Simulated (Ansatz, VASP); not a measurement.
## One calculation of Ag, two programs

```
Ag
1.0
     0.00000    2.04275    2.04275
     2.04275    0.00000    2.04275
     2.04275    2.04275    0.00000
Ag
1
Direct
  0.00000 0.00000 0.00000
```

Alike in both runs: task single point; functional PBE; k mesh 6 × 6 × 6; occupations fermi-dirac, width 0.03 eV; no spin polarisation.

```csv
,VASP,Ansatz
version,VASP 6.6.1,Ansatz 0.2.0
potentials or method,"VASP PAW PBE potentials, release 64 (Ag), cutoff 520 eV","all-electron LAPW, scalar-relativistic"
```

Ansatz gave:

```
gap on the k mesh at the Fermi level (eV) : none
pressure (GPa)                            : 5.5
```

Task: Which values does VASP return?

Result: gap on the k mesh at the Fermi level (eV): none; pressure (GPa): 5.3.

A gap of «none» marks a metal or a gap that the smearing closes. Ansatz ran all-electron here, and VASP with PAW potentials.

The k mesh is coarse, so the values compare programs but aren't converged.
